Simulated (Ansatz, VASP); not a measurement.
**Na4IN: VASP beside Ansatz**

```
Na I N
1.0
     0.00000    4.20917    4.20917
     4.20917    0.00000    4.20917
     4.20917    4.20917    0.00000
Na I N
4 1 1
Direct
  0.87100 0.37633 0.37633
  0.37633 0.37633 0.37633
  0.37633 0.87100 0.37633
  0.37633 0.37633 0.87100
  0.00000 0.00000 0.00000
  0.75000 0.75000 0.75000
```

Change from the starting cell: species swapped into the LaYMg4 type (F-43m, No. 216).

Alike in both runs: functional PBE; k mesh 3 × 3 × 3; occupations gaussian, width 0.15 eV; no spin polarisation.

Ansatz relaxed the structure, and its values are those at the end. VASP's run is a single point on that final structure, the one shown.

|  | VASP | Ansatz |
| --- | --- | --- |
| version | VASP 6.6.1 | Ansatz 0.2.0 |
| potentials or method | VASP PAW PBE potentials, release 64 (Na_pv, I, N), cutoff 600 eV | scalar-relativistic, plane waves, PAW |
| valence electrons in the cell | 40 | 58 |

```csv
,VASP,Ansatz,Ansatz less VASP
gap on the k mesh at the Fermi level (eV),none,none,-
pressure (GPa),0.2,0.2,+0.01
rms of the force components (eV/Å),0.035,0.035,+0.0002
```

A gap of «none» marks a metal or a gap that the smearing closes. VASP's potentials hold 40 valence electrons a cell and Ansatz's 58, so a difference there can come from the potentials and not from the codes.

The k mesh is coarse, so the values compare programs but aren't converged. Neither program's run includes spin-orbit coupling.
